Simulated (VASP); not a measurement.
# MnS (Fm-3m) in VASP: notebook

MnS is run at these levels: PBE+D3(BJ); tasks: single point.

Program: VASP 6.6.1. These are calculated values, not measurements. Logs are shortened: lines on timing, memory, paths and dates and some standing lists are left out, and cuts for length are marked.

## (1) The cell of the first run

The structure is cubic, space group Fm-3m (No. 225). Conventional cell: a = 5.020 Å, b = 5.020 Å, c = 5.020 Å, α = 90.00°, β = 90.00°, γ = 90.00°. Mn (site symmetry m-3m) has 6 S at 2.51 Å within 3.3 Å. Within 3.3 Å of S (site symmetry m-3m) lie 6 Mn at 2.51 Å.

## (2) Single point, PBE+D3(BJ), collinear spin, ferromagnetic start

File INCAR:

```
SYSTEM = MnS
  ALGO = Normal
  EDIFF = 1E-6
  ENCUT = 520
  GGA = PE
  ISIF = 2
  ISMEAR = 0
  ISPIN = 2
  IVDW = 12
  LASPH = .TRUE.
  LCHARG = .FALSE.
  LMAXMIX = 4
  LORBIT = 11
  LREAL = .FALSE.
  LWAVE = .FALSE.
  MAGMOM = 4.6 0.15
  NBANDS = 20
  NELM = 150
  PREC = Accurate
  SIGMA = 0.1
```

File KPOINTS:

```
k-points
0
G
  12 12 12
  0 0 0
```

File POSCAR:

```
MnS
1.0
    0.0000000000      2.5098876421      2.5098876421
    2.5098876421      0.0000000000      2.5098876421
    2.5098876421      2.5098876421      0.0000000000
Mn S
1 1
Direct
    0.0000000000      0.0000000000      0.0000000000
    0.5000000000      0.5000000000      0.5000000000
```

Potentials or basis: VASP PAW PBE potentials, release 64 (Mn_pv, S).

Launch:

```console
> cat potpaw_PBE.64/Mn_pv/POTCAR potpaw_PBE.64/S/POTCAR > POTCAR
> mpirun -np 1 vasp_std > vasp.out
```

OUTCAR:

```text
SYSTEM = MnS
   EDIFF = 1E-6
   ENCUT = 520
   GGA = PE
   ISIF = 2
   ISMEAR = 0
   ISPIN = 2
   IVDW = 12
   LASPH = .TRUE.
   LORBIT = 11
   LREAL = .FALSE.
   NELM = 150
   PREC = Accurate
 IVDW          = 12

 ion  position               nearest neighbor table
   1  0.000  0.000  0.000-   2 2.51   2 2.51   2 2.51   2 2.51   2 2.51   2 2.51
   2  0.500  0.500  0.500-   1 2.51   1 2.51   1 2.51   1 2.51   1 2.51   1 2.51

  LATTYP: Found a face centered cubic cell.
 ALAT       =     5.0197752842

  Lattice vectors:

 A1 = (   0.0000000000,   2.5098876421,   2.5098876421)
 A2 = (   2.5098876421,   0.0000000000,   2.5098876421)
 A3 = (   2.5098876421,   2.5098876421,   0.0000000000)

Analysis of symmetry for initial positions (statically):
=====================================================================
 Subroutine PRICEL returns:
 Original cell was already a primitive cell.

 Routine SETGRP: Setting up the symmetry group for a
 face centered cubic supercell.

 Subroutine GETGRP returns: Found 48 space group operations
 (whereof 48 operations were pure point group operations)
 out of a pool of 48 trial point group operations.

The static configuration has the point symmetry O_h .

Analysis of symmetry for dynamics (positions and initial velocities):
=====================================================================
 Subroutine PRICEL returns:
 Original cell was already a primitive cell.

 Routine SETGRP: Setting up the symmetry group for a
 face centered cubic supercell.

 Subroutine GETGRP returns: Found 48 space group operations
 (whereof 48 operations were pure point group operations)
 out of a pool of 48 trial point group operations.

The dynamic configuration has the point symmetry O_h .

Analysis of structural, dynamic, and magnetic symmetry:
=====================================================================
 Subroutine PRICEL returns:
 Original cell was already a primitive cell.

 Routine SETGRP: Setting up the symmetry group for a
 face centered cubic supercell.

 Subroutine GETGRP returns: Found 48 space group operations
 (whereof 48 operations were pure point group operations)
 out of a pool of 48 trial point group operations.

The overall configuration has the point symmetry O_h .

 Subroutine INISYM returns: Found 48 space group operations
 (whereof 48 operations are pure point group operations),
 and found     1 'primitive' translations

----------------------------------------------------------------------------------------

                                     Primitive cell

  volume of cell :      31.6223

  direct lattice vectors                    reciprocal lattice vectors
     0.000000000  2.509887642  2.509887642    -0.199212105  0.199212105  0.199212105
     2.509887642  0.000000000  2.509887642     0.199212105 -0.199212105  0.199212105
     2.509887642  2.509887642  0.000000000     0.199212105  0.199212105 -0.199212105

  length of vectors
     3.549517143  3.549517143  3.549517143     0.345045487  0.345045487  0.345045487

  position of ions in fractional coordinates (direct lattice)
     0.000000000  0.000000000  0.000000000
     0.500000000  0.500000000  0.500000000

  ion indices of the primitive-cell ions
   primitive index   ion index
                 1           1
                 2           2

----------------------------------------------------------------------------------------

 KPOINTS: k-points

Automatic generation of k-mesh.
 Grid dimensions read from file:
 generate k-points for:   12   12   12

 Generating k-lattice:

  Cartesian coordinates                     Fractional coordinates (reciprocal lattice)
    -0.016601009  0.016601009  0.016601009     0.083333333  0.000000000  0.000000000
     0.016601009 -0.016601009  0.016601009     0.000000000  0.083333333  0.000000000
     0.016601009  0.016601009 -0.016601009     0.000000000  0.000000000  0.083333333

  Length of vectors
     0.028753791  0.028753791  0.028753791

  Shift w.r.t. Gamma in fractional coordinates (k-lattice)
     0.000000000  0.000000000  0.000000000

 Subroutine IBZKPT returns following result:
 ===========================================

 Found     72 irreducible k-points:

 Following reciprocal coordinates:
            Coordinates               Weight
  0.000000  0.000000  0.000000      1.000000
  0.083333  0.000000  0.000000      8.000000
  0.166667  0.000000  0.000000      8.000000
  0.250000  0.000000  0.000000      8.000000
  0.333333  0.000000  0.000000      8.000000
  0.416667  0.000000  0.000000      8.000000
[... 16 lines left out ...]
  0.500000  0.166667  0.000000     24.000000
 -0.416667  0.166667  0.000000     24.000000
 [... further k-points ...]
   k-points           NKPTS =     72   k-points in BZ     NKDIM =     72   number of bands    NBANDS=     20
   number of dos      NEDOS =    301   number of ions     NIONS =      2
   total plane-waves  NPLWV =  21952
   dimension x,y,z NGX =    28 NGY =   28 NGZ =   28
   dimension x,y,z NGXF=    56 NGYF=   56 NGZF=   56
   ions per type =               1   1
   NGX,Y,Z   is equivalent  to a cutoff of  13.11, 13.11, 13.11 a.u.
   NGXF,Y,Z  is equivalent  to a cutoff of  26.23, 26.23, 26.23 a.u.
 SYSTEM =  MnS
   PREC   = accura    normal or accurate (medium, high low for compatibility)
   ISTART =      0    job   : 0-new  1-cont  2-samecut
   ICHARG =      2    charge: 1-file 2-atom 10-const
   ISPIN  =      2    spin polarized calculation?
   LNONCOLLINEAR =      F non collinear calculations
   LSORBIT =      F    spin-orbit coupling
   LASPH  =      T    aspherical Exc in radial PAW
   ENCUT  =  520.0 eV  38.22 Ry    6.18 a.u.   6.60  6.60  6.60*2*pi/ulx,y,z
   NELM   =    150;   NELMIN=  2; NELMDL= -5     # of ELM steps
   EDIFF  = 0.1E-05   stopping-criterion for ELM
   LREAL  =      F    real-space projection
   EDIFFG = 0.1E-04   stopping-criterion for IOM
   NSW    =      0    number of steps for IOM
   IBRION =     -1    ionic relax: 0-MD 1-quasi-New 2-CG
   NFREE  =      0    steps in history (QN), initial steepest desc. (CG)
   ISIF   =      2    stress and relaxation
   ISYM   =      2    0-nonsym 1-usesym 2-fastsym
   POTIM  = 0.5000    time-step for ionic-motion
   TEBEG  =    0.0;   TEEND  =   0.0 temperature during run
   PSTRESS=    0.0 pullay stress
   NELECT =      19.0000    total number of electrons
   NUPDOWN=      -1.0000    fix difference up-down
   EMIN   =  10.00;   EMAX   =-10.00  energy-range for DOS
   EFERMI =   0.00;   METHOD = LEGACY
   ISMEAR =     0;   SIGMA  =   0.10  broadening in eV -4-tet -1-fermi 0-gaus
   EFERMI_NEDOS =   21; number of points for ismear=-14 and -15
   IALGO  =     38    algorithm
   IMIX   =      4    mixing-type and parameters
     AMIX     =   0.40;   BMIX     =  1.00
     AMIX_MAG =   1.60;   BMIX_MAG =  1.00
  volume/ion in A,a.u.               =      15.81       106.70
  Fermi-wavevector in a.u.,A,eV,Ry     =   1.381429  2.610521 25.964607  1.908345
  Thomas-Fermi vector in A             =   2.506214
   LORBIT       =     11    0 simple, 1 ext, 2 COOP (PROOUT), +10 PAW based schemes
   GGA     = PE    functional components
   LHFCALC =     F    Hartree Fock is set to
   AEXX    =    0.0000 exact exchange contribution
   IVDW    =    12    specifies the selected vdW correction
   LEPSILON=     F    determine dielectric tensor
   LRPA    =     F    only Hartree local field effects (RPA)
 spin polarized calculation
 Gauss-broadening in eV      SIGMA  =   0.10
  energy-cutoff  :      520.00
  volume of cell :       31.62
 maximum number of plane-waves:       881
   NGX = 13   NGY = 13   NGZ = 13

 number of electron      19.0000006 magnetization       4.3384700

 Free energy of the ion-electron system (eV)
  ---------------------------------------------------
  ext. energy  EPLUGINS =         0.00000000
  ---------------------------------------------------
  free energy    TOTEN  =       -14.07583011 eV

  energy without entropy =      -14.07063863  energy(sigma->0) =      -14.07323437

 E-fermi :   7.9713     XC(G=0): -11.2118

 val. band max:        7.9604140536   @ k =   0.0833   0.0000   0.0000
 cond. band min:       7.9763667087   @ k =   0.4167   0.0833   0.0000
 fundamental gap:      0.0159526551
 Fermi energy:         7.9713456569

 spin component 1

 k-point     1 :       0.0000    0.0000    0.0000
  band No.  band energies     occupation
      1     -42.5892      1.00000
      2     -42.5892      1.00000
      3     -42.5892      1.00000
      4      -7.4601      1.00000
      5       4.5352      1.00000
      6       4.5352      1.00000
[... 12 lines left out ...]
     19      20.2533      0.00000
     20      21.2229      0.00000

 k-point     2 :       0.0833    0.0000    0.0000
  band No.  band energies     occupation
      1     -42.5901      1.00000
      2     -42.5893      1.00000
      3     -42.5893      1.00000
      4      -7.3770      1.00000
      5       4.2961      1.00000
      6       4.3190      1.00000
[... 12 lines left out ...]
     19      19.4434      0.00000
     20      21.3544      0.00000

 k-point     3 :       0.1667    0.0000    0.0000
  band No.  band energies     occupation
      1     -42.5927      1.00000
      2     -42.5897      1.00000
      3     -42.5897      1.00000
      4      -7.1368      1.00000
      5       3.4651      1.00000
      6       3.8047      1.00000
[... 12 lines left out ...]
     19      20.0098      0.00000
     20      22.4184      0.00000

 k-point     4 :       0.2500    0.0000    0.0000
  band No.  band energies     occupation
      1     -42.5963      1.00000
      2     -42.5902      1.00000
      3     -42.5902      1.00000
      4      -6.7694      1.00000
      5       2.3232      1.00000
      6       3.3342      1.00000
[... 429 lines left out ...]
 k-point    23 :       0.5000    0.1667    0.0000
  band No.  band energies     occupation
      1     -42.6020      1.00000
      2     -42.5932      1.00000
      3     -42.5921      1.00000
      4      -5.7903      1.00000
      5       0.6342      1.00000
      6       2.4967      1.00000
[... 12 lines left out ...]
     19      22.8700      0.00000
     20      23.9879      0.00000

 k-point    24 :      -0.4167    0.1667    0.0000
  band No.  band energies     occupation
      1     -42.6021      1.00000
      2     -42.5937      1.00000
      3     -42.5918      1.00000
      4      -5.7408      1.00000
      5       0.5432      1.00000
      6       2.4885      1.00000
[... 12 lines left out ...]
     19      22.6883      0.00000
     20      24.1974      0.00000

 [... further k-points ...]

 spin component 2

 k-point     1 :       0.0000    0.0000    0.0000
  band No.  band energies     occupation
      1     -38.3709      1.00000
      2     -38.3709      1.00000
      3     -38.3709      1.00000
      4      -7.1916      1.00000
      5       6.0935      1.00000
      6       6.0935      1.00000
[... 12 lines left out ...]
     19      21.3007      0.00000
     20      22.8194      0.00000

 k-point     2 :       0.0833    0.0000    0.0000
  band No.  band energies     occupation
      1     -38.3722      1.00000
      2     -38.3711      1.00000
      3     -38.3711      1.00000
      4      -7.1113      1.00000
      5       5.4861      1.00000
      6       5.8041      1.00000
[... 12 lines left out ...]
     19      20.3443      0.00000
     20      22.8861      0.00000

 k-point     3 :       0.1667    0.0000    0.0000
  band No.  band energies     occupation
      1     -38.3756      1.00000
      2     -38.3715      1.00000
      3     -38.3715      1.00000
      4      -6.8797      1.00000
      5       4.2790      1.00000
      6       5.2696      1.00000
[... 12 lines left out ...]
     19      20.6979      0.00000
     20      23.4548      0.00000

 k-point     4 :       0.2500    0.0000    0.0000
  band No.  band energies     occupation
      1     -38.3804      1.00000
      2     -38.3722      1.00000
      3     -38.3722      1.00000
      4      -6.5277      1.00000
      5       2.9980      1.00000
      6       4.7673      1.00000
[... 429 lines left out ...]
 k-point    23 :       0.5000    0.1667    0.0000
  band No.  band energies     occupation
      1     -38.3879      1.00000
      2     -38.3761      1.00000
      3     -38.3746      1.00000
      4      -5.5908      1.00000
      5       1.2417      1.00000
      6       3.5571      1.00000
[... 12 lines left out ...]
     19      23.5181      0.00000
     20      24.6748      0.00000

 k-point    24 :      -0.4167    0.1667    0.0000
  band No.  band energies     occupation
      1     -38.3881      1.00000
      2     -38.3768      1.00000
      3     -38.3742      1.00000
      4      -5.5460      1.00000
      5       1.1608      1.00000
      6       3.4909      1.00000
[... 12 lines left out ...]
     19      23.5469      0.00000
     20      24.7480      0.00000

 [... further k-points ...]

------------------------ aborting loop because EDIFF is reached ----------------------------------------

 Edisp (eV)   -0.91359

 E8    (eV) :    -0.3766

  FORCE on cell =-STRESS in cart. coord.  units (eV):
  Direction    XX          YY          ZZ          XY          YZ          ZX
  --------------------------------------------------------------------------------------
  -------------------------------------------------------------------------------------
  Total       0.01583     0.01583     0.01583    -0.00000    -0.00000     0.00000
  in kB       0.80198     0.80198     0.80198    -0.00000    -0.00000     0.00000
  external pressure =        0.80 kB  Pullay stress =        0.00 kB

 VOLUME and BASIS-vectors are now :
 -----------------------------------------------------------------------------
  energy-cutoff  :      520.00
  volume of cell :       31.62
      direct lattice vectors                 reciprocal lattice vectors
     0.000000000  2.509887642  2.509887642    -0.199212105  0.199212105  0.199212105
     2.509887642  0.000000000  2.509887642     0.199212105 -0.199212105  0.199212105
     2.509887642  2.509887642  0.000000000     0.199212105  0.199212105 -0.199212105

 POSITION                                       TOTAL-FORCE (eV/Angst)
 -----------------------------------------------------------------------------------
      0.00000      0.00000      0.00000        -0.000000      0.000000     -0.000000
      2.50989      2.50989      2.50989         0.000000     -0.000000      0.000000
 -----------------------------------------------------------------------------------
    total drift:                               -0.000000      0.000000      0.000000

  FREE ENERGIE OF THE ION-ELECTRON SYSTEM (eV)
  ---------------------------------------------------
  free  energy   TOTEN  =       -14.9894174388 eV

  energy  without entropy=      -14.9842259645  energy(sigma->0) =      -14.98682170

 total charge

# of ion       s       p       d       tot
------------------------------------------
    1        0.235   6.198   4.992  11.425
    2        1.329   2.417   0.000   3.746
--------------------------------------------------
tot          1.564   8.614   4.992  15.170

 magnetization (x)

# of ion       s       p       d       tot
------------------------------------------
    1        0.053   0.043   3.886   3.982
    2        0.027   0.046   0.000   0.073
--------------------------------------------------
tot          0.080   0.089   3.886   4.055
```

Run time: 40 s. Hardware: 1 thread of Intel Xeon 6975P-C (Granite Rapids), shared host; peak memory 0.22 GiB.

What came out:

| Property | Result |
| --- | --- |
| Free energy | -14.9894 eV |
| Pressure | 0.1 GPa |
| Net moment | 4.34 μB per cell |
| Site moments | Mn +3.98; S +0.07 μB |
| Valence electrons inside the program's atomic spheres | Mn 11.43; S 3.75 |
| Dispersion energy per atom | -0.457 eV |

Levels at points of the mesh, in eV from the Fermi level:
Spin up:
```
           k point  band 9  band 10  band 11  band 12  band 13  band 14  band 15  band 16
(0.00, 0.00, 0.00)   -3.33    -2.07    -2.07    -2.07     2.57     8.81     8.81     8.81
(0.50, 0.00, 0.00)   -2.75    -2.32     0.79     0.79     2.86     5.45     5.45     9.86
(0.50, 0.50, 0.00)   -3.00    -2.58    -2.58    -1.97     1.10     5.61    11.10    13.09
```
Spin down:
```csv
k point,band 3,band 4,band 5,band 6,band 7,band 8,band 9,band 10,band 11,band 12
"(0.00, 0.00, 0.00)",-46.34,-15.16,-1.88,-1.88,-1.88,-0.09,-0.09,-0.09,0.02,0.02
"(0.50, 0.00, 0.00)",-46.34,-13.59,-7.20,-3.91,-3.91,1.09,1.09,1.34,3.29,3.41
"(0.50, 0.50, 0.00)",-46.35,-13.42,-6.31,-3.61,-3.61,-1.42,0.53,1.38,1.38,1.57
```

Caveat: a cell with one magnetic atom can't hold antiferromagnetic order, which such compounds often take; semilocal functionals often make such compounds metallic where correlation or magnetic order opens a gap, which also shifts bond lengths. With open d or f shells a metallic result of PBE can be an artefact of self-interaction; +U or a hybrid may open a gap.

## (3) Single point, PBE+D3(BJ), collinear spin, ferromagnetic start

File INCAR:

```
PREC     = Accurate       # precision mode
ENCUT    = 520            # plane-wave cutoff, eV
EDIFF    = 1E-6           # SCF threshold, eV
ISMEAR   = 0              # smearing method
SIGMA    = 0.1            # smearing width, eV
LREAL    = F              # projectors in reciprocal space
LASPH    = T              # aspherical terms in the spheres
NELM     = 150            # most SCF steps
ALGO     = Normal         # electronic algorithm
ISIF     = 2              # what is computed and relaxed
LWAVE    = F              # write WAVECAR
LCHARG   = F              # write CHGCAR
ISPIN    = 2              # spin polarisation
MAGMOM   = 4.27 0.12      # initial moments
LORBIT   = 11             # projections on sites
LMAXMIX  = 4              # l up to which the mixer works
GGA      = PE             # functional
IVDW     = 12             # dispersion correction
NBANDS   = 20             # bands
```

File KPOINTS:

```
Automatic mesh
0
Gamma
  12 12 12
```

POSCAR is that of step 2.

Potentials or basis: VASP PAW PBE potentials, release 64 (Mn_pv, S).

Launch:

```console
> cat potpaw_PBE.64/Mn_pv/POTCAR potpaw_PBE.64/S/POTCAR > POTCAR
> mpirun -np 1 vasp_std > vasp.out
```

Run time: 39 s. Hardware: 1 thread of Intel Xeon 6975P-C (Granite Rapids), shared host; peak memory 0.22 GiB.

It converged, with:

```yaml
Free_energy: -14.9894 eV
Pressure: 0.1 GPa
Net_moment: 4.34 μB per cell
Site_moments: Mn +3.98; S +0.07 μB
Valence_electrons_inside_the_program's_atomic_spheres: Mn 11.43; S 3.75
Dispersion_energy_per_atom: -0.457 eV
```

Levels at points of the mesh, in eV from the Fermi level:
Spin up:
```
           k point  band 10  band 11  band 12  band 13  band 14  band 15
(0.00, 0.00, 0.00)    -2.07    -2.07    -2.07     2.57     8.81     8.81
(0.50, 0.00, 0.00)    -2.32     0.79     0.79     2.86     5.45     5.45
(0.50, 0.50, 0.00)    -2.58    -2.58    -1.97     1.10     5.61    11.10
```
Spin down:
```tsv
k point	band 5	band 6	band 7	band 8	band 9	band 10
(0.00, 0.00, 0.00)	-1.88	-1.88	-1.88	-0.09	-0.09	-0.09
(0.50, 0.00, 0.00)	-7.20	-3.91	-3.91	1.09	1.09	1.34
(0.50, 0.50, 0.00)	-6.31	-3.61	-3.61	-1.42	0.53	1.38
```

Caveat: a cell with one magnetic atom can't hold antiferromagnetic order, which such compounds often take; semilocal functionals often make such compounds metallic where correlation or magnetic order opens a gap, which also shifts bond lengths. With open d or f shells a metallic result of PBE can be an artefact of self-interaction; +U or a hybrid may open a gap.
